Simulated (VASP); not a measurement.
# Cu (Fm-3m) in VASP: notebook

The runs below take Cu through single point, with PBE.

Program: VASP 6.6.1. These are calculated values, not measurements. Logs are shortened: lines on timing, memory, paths and dates and some standing lists are left out, and cuts for length are marked.

### Step 1. The cell of the first run

Symmetry: Fm-3m, No. 225, cubic system. The conventional cell has a = 3.581 Å, b = 3.581 Å, c = 3.581 Å, α = 90.00°, β = 90.00°, γ = 90.00°. Within 3.3 Å of Cu (site symmetry m-3m) lie 12 Cu at 2.53 Å.

### Step 2. Single point, PBE

Input file INCAR:

```
PREC = Accurate
ENCUT = 520
EDIFF = 1E-7
ISMEAR = -1
SIGMA = 0.06122561905347299
LREAL = F
LASPH = T
NELM = 100
ALGO = Normal
ISIF = 2
LWAVE = F
LCHARG = F
GGA = PE
NBANDS = 12
```

Input file KPOINTS:

```
regular mesh
0
Gamma
  26 26 26
```

Input file POSCAR:

```
Cu
1.0
    0.0000000000      1.7906010479      1.7906010479
    1.7906010479      0.0000000000      1.7906010479
    1.7906010479      1.7906010479      0.0000000000
Cu
1
Direct
    0.0000000000      0.0000000000      0.0000000000
```

Potentials or basis: VASP PAW PBE potentials, release 64 (Cu).

Command:

```console
> cat potpaw_PBE.64/Cu/POTCAR > POTCAR
> mpirun -np 1 vasp_std > vasp.out
```

OUTCAR:

```text
PREC = Accurate
   ENCUT = 520
   EDIFF = 1E-7
   ISMEAR = -1
   LREAL = F
   LASPH = T
   NELM = 100
   ISIF = 2
   GGA = PE

 ion  position               nearest neighbor table
   1  0.000  0.000  0.000-

  LATTYP: Found a face centered cubic cell.
 ALAT       =     3.5812020958

  Lattice vectors:

 A1 = (   0.0000000000,   1.7906010479,   1.7906010479)
 A2 = (   1.7906010479,   0.0000000000,   1.7906010479)
 A3 = (   1.7906010479,   1.7906010479,   0.0000000000)

Analysis of symmetry for initial positions (statically):
=====================================================================
 Subroutine PRICEL returns:
 Original cell was already a primitive cell.

 Routine SETGRP: Setting up the symmetry group for a
 face centered cubic supercell.

 Subroutine GETGRP returns: Found 48 space group operations
[... 9 lines left out ...]

 Routine SETGRP: Setting up the symmetry group for a
 face centered cubic supercell.

 Subroutine GETGRP returns: Found 48 space group operations
[... 11 lines left out ...]
                                     Primitive cell

  volume of cell :      11.4822

  direct lattice vectors                    reciprocal lattice vectors
     0.000000000  1.790601048  1.790601048    -0.279235847  0.279235847  0.279235847
     1.790601048  0.000000000  1.790601048     0.279235847 -0.279235847  0.279235847
     1.790601048  1.790601048  0.000000000     0.279235847  0.279235847 -0.279235847

  length of vectors
     2.532292287  2.532292287  2.532292287     0.483650674  0.483650674  0.483650674

  position of ions in fractional coordinates (direct lattice)
     0.000000000  0.000000000  0.000000000

  ion indices of the primitive-cell ions
   primitive index   ion index
                 1           1

----------------------------------------------------------------------------------------

 KPOINTS: regular mesh

Automatic generation of k-mesh.
 Grid dimensions read from file:
 generate k-points for:   26   26   26

 Generating k-lattice:

  Cartesian coordinates                     Fractional coordinates (reciprocal lattice)
    -0.010739840  0.010739840  0.010739840     0.038461538  0.000000000  0.000000000
     0.010739840 -0.010739840  0.010739840     0.000000000  0.038461538  0.000000000
     0.010739840  0.010739840 -0.010739840     0.000000000  0.000000000  0.038461538

  Length of vectors
     0.018601949  0.018601949  0.018601949

  Shift w.r.t. Gamma in fractional coordinates (k-lattice)
     0.000000000  0.000000000  0.000000000

 Subroutine IBZKPT returns following result:
 ===========================================

 Found    511 irreducible k-points:

 Following reciprocal coordinates:
            Coordinates               Weight
  0.000000  0.000000  0.000000      1.000000
  0.038462  0.000000  0.000000      8.000000
  0.076923  0.000000  0.000000      8.000000
  0.115385  0.000000  0.000000      8.000000
  0.153846  0.000000  0.000000      8.000000
  0.192308  0.000000  0.000000      8.000000
[... 16 lines left out ...]
  0.346154  0.038462  0.000000     24.000000
  0.384615  0.038462  0.000000     24.000000
 [... further k-points ...]
   k-points           NKPTS =    511   k-points in BZ     NKDIM =    511   number of bands    NBANDS=     12
   number of dos      NEDOS =    301   number of ions     NIONS =      1
   total plane-waves  NPLWV =   8000
   dimension x,y,z NGX =    20 NGY =   20 NGZ =   20
   dimension x,y,z NGXF=    40 NGYF=   40 NGZF=   40
   ions per type =               1
   NGX,Y,Z   is equivalent  to a cutoff of  13.13, 13.13, 13.13 a.u.
   NGXF,Y,Z  is equivalent  to a cutoff of  26.26, 26.26, 26.26 a.u.
 SYSTEM =  unknown system
   PREC   = accura    normal or accurate (medium, high low for compatibility)
   ISTART =      0    job   : 0-new  1-cont  2-samecut
   ICHARG =      2    charge: 1-file 2-atom 10-const
   ISPIN  =      1    spin polarized calculation?
   LNONCOLLINEAR =      F non collinear calculations
   LSORBIT =      F    spin-orbit coupling
   LASPH  =      T    aspherical Exc in radial PAW
   ENCUT  =  520.0 eV  38.22 Ry    6.18 a.u.   4.71  4.71  4.71*2*pi/ulx,y,z
   NELM   =    100;   NELMIN=  2; NELMDL= -5     # of ELM steps
   EDIFF  = 0.1E-06   stopping-criterion for ELM
   LREAL  =      F    real-space projection
   EDIFFG = 0.1E-05   stopping-criterion for IOM
   NSW    =      0    number of steps for IOM
   IBRION =     -1    ionic relax: 0-MD 1-quasi-New 2-CG
   NFREE  =      0    steps in history (QN), initial steepest desc. (CG)
   ISIF   =      2    stress and relaxation
   ISYM   =      2    0-nonsym 1-usesym 2-fastsym
   POTIM  = 0.5000    time-step for ionic-motion
   TEBEG  =    0.0;   TEEND  =   0.0 temperature during run
   PSTRESS=    0.0 pullay stress
   NELECT =      11.0000    total number of electrons
   NUPDOWN=      -1.0000    fix difference up-down
   EMIN   =  10.00;   EMAX   =-10.00  energy-range for DOS
   EFERMI =   0.00;   METHOD = LEGACY
   ISMEAR =    -1;   SIGMA  =   0.06  broadening in eV -4-tet -1-fermi 0-gaus
   EFERMI_NEDOS =   21; number of points for ismear=-14 and -15
   IALGO  =     38    algorithm
   IMIX   =      4    mixing-type and parameters
     AMIX     =   0.40;   BMIX     =  1.00
     AMIX_MAG =   1.60;   BMIX_MAG =  1.00
  volume/ion in A,a.u.               =      11.48        77.49
  Fermi-wavevector in a.u.,A,eV,Ry     =   1.613851  3.049737 35.436599  2.604517
  Thomas-Fermi vector in A             =   2.708854
   LORBIT       =      0    0 simple, 1 ext, 2 COOP (PROOUT), +10 PAW based schemes
   GGA     = PE    functional components
   LHFCALC =     F    Hartree Fock is set to
   AEXX    =    0.0000 exact exchange contribution
   IVDW    =     0    specifies the selected vdW correction
   LEPSILON=     F    determine dielectric tensor
   LRPA    =     F    only Hartree local field effects (RPA)
 non-spin polarized calculation
  energy-cutoff  :      520.00
  volume of cell :       11.48
 maximum number of plane-waves:       331
   NGX =  9   NGY =  9   NGZ =  9

 number of electron      11.0000011 magnetization

 Free energy of the ion-electron system (eV)
  ---------------------------------------------------
  ext. energy  EPLUGINS =         0.00000000
  ---------------------------------------------------
  free energy    TOTEN  =        -3.71934811 eV

  energy without entropy =       -3.71606604  energy(sigma->0) =       -3.71770707

 E-fermi :   7.9604     XC(G=0): -12.8903

 val. band max:        7.9583252233   @ k =   0.5000   0.1154   0.0000
 cond. band min:       7.9856995805   @ k =   0.5000   0.2308   0.0769
 fundamental gap:      0.0273743572
 Fermi energy:         7.9604457424

 k-point     1 :       0.0000    0.0000    0.0000
  band No.  band energies     occupation
      1      -1.6280      2.00000
      2       4.8248      2.00000
      3       4.8248      2.00000
      4       4.8248      2.00000
      5       5.6836      2.00000
      6       5.6836      2.00000
      7      30.7595      0.00000
      8      33.6244      0.00000
      9      33.6244      0.00000
     10      33.6244      0.00000
     11      36.1421      0.00000
     12      36.1421      0.00000

 k-point     2 :       0.0385    0.0000    0.0000
  band No.  band energies     occupation
      1      -1.5728      2.00000
      2       4.8126      2.00000
      3       4.8357      2.00000
      4       4.8357      2.00000
      5       5.6791      2.00000
      6       5.6791      2.00000
      7      30.5151      0.00000
      8      32.6956      0.00000
      9      33.4308      0.00000
     10      33.4308      0.00000
     11      36.4127      0.00000
     12      36.4127      0.00000

 k-point     3 :       0.0769    0.0000    0.0000
  band No.  band energies     occupation
      1      -1.4084      2.00000
      2       4.7776      2.00000
      3       4.8663      2.00000
      4       4.8663      2.00000
      5       5.6676      2.00000
      6       5.6676      2.00000
      7      29.3977      0.00000
      8      31.8076      0.00000
      9      33.0057      0.00000
     10      33.0057      0.00000
     11      37.0583      0.00000
     12      37.0583      0.00000

 k-point     4 :       0.1154    0.0000    0.0000
  band No.  band energies     occupation
      1      -1.1373      2.00000
      2       4.7247      2.00000
      3       4.9103      2.00000
      4       4.9103      2.00000
      5       5.6551      2.00000
      6       5.6551      2.00000
      7      27.5557      0.00000
      8      31.5027      0.00000
      9      32.5316      0.00000
     10      32.5316      0.00000
     11      37.8443      0.00000
     12      37.8444      0.00000

 k-point     5 :       0.1538    0.0000    0.0000
  band No.  band energies     occupation
      1      -0.7649      2.00000
      2       4.6622      2.00000
      3       4.9560      2.00000
      4       4.9560      2.00000
      5       5.6524      2.00000
      6       5.6524      2.00000
      7      25.5491      0.00000
      8      31.3130      0.00000
      9      32.0824      0.00000
     10      32.0824      0.00000
     11      37.9603      0.00000
     12      38.4544      0.00000
[... 228 lines left out ...]
      1       0.6762      2.00000
      2       4.5349      2.00000
      3       4.9813      2.00000
      4       5.0002      2.00000
      5       5.7309      2.00000
      6       5.8564      2.00000
      7      20.3488      0.00000
      8      29.9155      0.00000
      9      30.0596      0.00000
     10      32.8075      0.00000
     11      35.2956      0.00000
     12      37.8271      0.00000

 k-point    22 :       0.3077    0.0385    0.0000
  band No.  band energies     occupation
      1       1.2751      2.00000
      2       4.5901      2.00000
      3       4.9402      2.00000
      4       4.9697      2.00000
      5       5.8520      2.00000
      6       5.9536      2.00000
      7      18.5119      0.00000
      8      29.6950      0.00000
      9      29.7914      0.00000
     10      32.2691      0.00000
     11      34.8183      0.00000
     12      36.9637      0.00000

 k-point    23 :       0.3462    0.0385    0.0000
  band No.  band energies     occupation
      1       1.8311      2.00000
      2       4.7668      2.00000
      3       4.8915      2.00000
      4       4.9289      2.00000
      5       5.9943      2.00000
      6       6.0552      2.00000
      7      16.7731      0.00000
      8      29.5405      0.00000
      9      29.5601      0.00000
     10      31.7002      0.00000
     11      34.4338      0.00000
     12      36.1674      0.00000

 k-point    24 :       0.3846    0.0385    0.0000
  band No.  band energies     occupation
      1       2.2650      2.00000
      2       4.8444      2.00000
      3       4.8867      2.00000
      4       5.1099      2.00000
      5       6.1480      2.00000
      6       6.1599      2.00000
      7      15.1586      0.00000
      8      29.3165      0.00000
      9      29.5149      0.00000
     10      31.1496      0.00000
     11      34.1719      0.00000
     12      35.4626      0.00000

 [... further k-points ...]
[... 5 lines left out ...]
  --------------------------------------------------------------------------------------
  -------------------------------------------------------------------------------------
  Total        0.4890168      0.4890168      0.4890168     -0.0000000     -0.0000000      0.0000000
  in kB       68.2351046     68.2351046     68.2351046     -0.0000000     -0.0000000      0.0000000
  external PRESSURE =      68.2351046 kB  Pullay stress =       0.0000000 kB

 VOLUME and BASIS-vectors are now :
 -----------------------------------------------------------------------------
  energy-cutoff  :      520.00
  volume of cell :       11.48
      direct lattice vectors                 reciprocal lattice vectors
     0.000000000  1.790601048  1.790601048    -0.279235847  0.279235847  0.279235847
     1.790601048  0.000000000  1.790601048     0.279235847 -0.279235847  0.279235847
     1.790601048  1.790601048  0.000000000     0.279235847  0.279235847 -0.279235847

 POSITION                                       TOTAL-FORCE (eV/Angst)
 -----------------------------------------------------------------------------------
      0.00000      0.00000      0.00000        -0.000000      0.000000      0.000000
 -----------------------------------------------------------------------------------
    total drift:                                0.000000      0.000000      0.000000

  FREE ENERGIE OF THE ION-ELECTRON SYSTEM (eV)
  ---------------------------------------------------
  free  energy   TOTEN  =        -3.7193481083 eV

  energy  without entropy=       -3.7160660383  energy(sigma->0) =       -3.71770707
```

It took 46 s on 1 thread of Intel Xeon 6975P-C, shared host; peak memory 0.18 GiB.

What came out:

```
Free energy : -3.7193 eV
Pressure    : 6.8 GPa
```

### Step 3. Single point, PBE

Input file INCAR:

```
SYSTEM = Cu
PREC = Accurate
ENCUT = 520
EDIFF = 1E-7
ISMEAR = -1
SIGMA = 0.06122561905347299
LREAL = .FALSE.
LASPH = .TRUE.
NELM = 100
ALGO = Normal
ISIF = 2
LWAVE = .FALSE.
LCHARG = .FALSE.
GGA = PE
NBANDS = 12
```

Input file KPOINTS:

```
regular mesh
0
G
  26 26 26
  0 0 0
```

POSCAR is that of step 2.

Potentials or basis: VASP PAW PBE potentials, release 64 (Cu).

Command:

```console
> cat potpaw_PBE.64/Cu/POTCAR > POTCAR
> mpirun -np 1 vasp_std > vasp.out
```

It took 43 s on 1 thread of Intel Xeon 6975P-C, shared host; peak memory 0.18 GiB.

Results (log left out):

```
Free energy : -3.7193 eV
Pressure    : 6.8 GPa
```

Levels at points of the mesh, in eV from the Fermi level:
```csv
k point,band 3,band 4,band 5,band 6,band 7,band 8,band 9,band 10
"(0.00, 0.00, 0.00)",-3.14,-3.14,-2.28,-2.28,22.80,25.66,25.66,25.66
"(0.50, 0.00, 0.00)",-3.17,-1.68,-1.68,-1.11,3.88,21.28,22.49,22.49
"(0.50, 0.50, 0.00)",-1.70,-1.53,-1.53,1.46,7.29,13.28,13.28,17.85
```

### Step 4. Single point, PBE

This run uses another cell than the first one, of 11.72 Å³/atom, 1.021 times its volume.

Input file INCAR:

```
  PREC = Accurate
  ENCUT = 520
  EDIFF = 1E-6
  ISMEAR = -1
  SIGMA = 0.06122561905347299
  LREAL = False
  LASPH = True
  NELM = 60
  ALGO = Normal
  ISIF = 2
  LWAVE = False
  LCHARG = False
  GGA = PE
  NBANDS = 12
```

Input file KPOINTS:

```
Automatic mesh
0
Gamma
  26 26 26
```

Input file POSCAR:

```
Cu
1.0
    0.0000000000      1.8029504109      1.8029504109
    1.8029504109      0.0000000000      1.8029504109
    1.8029504109      1.8029504109      0.0000000000
Cu
1
Direct
    0.0000000000      0.0000000000      0.0000000000
```

Command:

```console
> cat potpaw_PBE.64/Cu/POTCAR > POTCAR
> mpirun -np 1 vasp_std > vasp.out
```

Wall time 41 s (1 thread of Intel Xeon 6975P-C, shared host); peak memory 0.18 GiB.

Results (log left out):

```
Free energy : -3.7271 eV
Pressure    : 3.5 GPa
```

Levels at points of the mesh, in eV from the Fermi level:
```csv
k point,band 4,band 5,band 6,band 7,band 8,band 9
"(0.00, 0.00, 0.00)",-3.07,-2.24,-2.24,22.63,25.34,25.34
"(0.50, 0.00, 0.00)",-1.66,-1.66,-1.04,3.77,21.12,22.17
"(0.50, 0.50, 0.00)",-1.52,-1.52,1.47,7.15,13.12,13.12
```
